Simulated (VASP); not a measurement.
KBr:

```
K Br
1.0
     0.00000    3.30225    3.30225
     3.30225    0.00000    3.30225
     3.30225    3.30225    0.00000
K Br
1 1
Direct
  0.00000 0.00000 0.00000
  0.50000 0.50000 0.50000
```

Base run:

```yaml
Program: VASP 6.6.1
Functional: r2SCAN
Potentials_or_basis: VASP PAW PBE potentials, release 64 (K_sv, Br)
Cutoff: 520 eV
k_mesh: 6 × 6 × 6
Occupations: gaussian, width 0.01 eV
Spin: no spin polarisation
```

Its results: band gap on the k mesh 5.07 eV; pressure 0.0 GPa.

Question: The run is repeated on the same cell with these changes: functional from r2SCAN to PBE. What comes out?

Answer: Band gap on the k mesh 4.43 eV; pressure 0.7 GPa.

Caveats: the PAW data sets were made with another functional, which shifts forces and pressure a little (at least some runs).

